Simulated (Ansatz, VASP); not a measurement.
Two plane-wave programs on YMo6

```
Y Mo
1.0
     7.59495    0.00000    0.00000
    -3.79747    6.57742    0.00000
     0.00000    0.00000    2.92348
Y Mo
1 6
Direct
  0.00000 0.00000 0.00000
  0.35158 0.00000 0.50000
  0.64842 0.00000 0.50000
  0.00000 0.35158 0.50000
  0.00000 0.64842 0.50000
  0.64842 0.64842 0.50000
  0.35158 0.35158 0.50000
```

Change from the starting cell: species swapped into the SmC6 type (P6/mmm, No. 191).

Alike in both runs: functional PBE; k mesh 6 × 6 × 4; occupations gaussian, width 0.1 eV; no spin polarisation.

Ansatz relaxed the structure, and its values are those at the end. VASP's run is a single point on that final structure, the one shown.

|  | VASP | Ansatz |
| --- | --- | --- |
| version | VASP 6.6.1 | Ansatz 0.2.0 |
| potentials or method | VASP PAW PBE potentials, release 64 (Y_sv, Mo_sv), cutoff 520 eV | scalar-relativistic, plane waves, PAW |
| valence electrons in the cell | 95 | 95 |

```tsv
	VASP	Ansatz	Ansatz less VASP
gap on the k mesh at the Fermi level (eV)	none	none	-
pressure (GPa)	0.4	0.0	-0.44
rms of the force components (eV/Å)	0.089	0.000	-0.0884
```

A gap of «none» marks a metal or a gap that the smearing closes.

The k mesh is coarse, so the values compare programs but aren't converged.
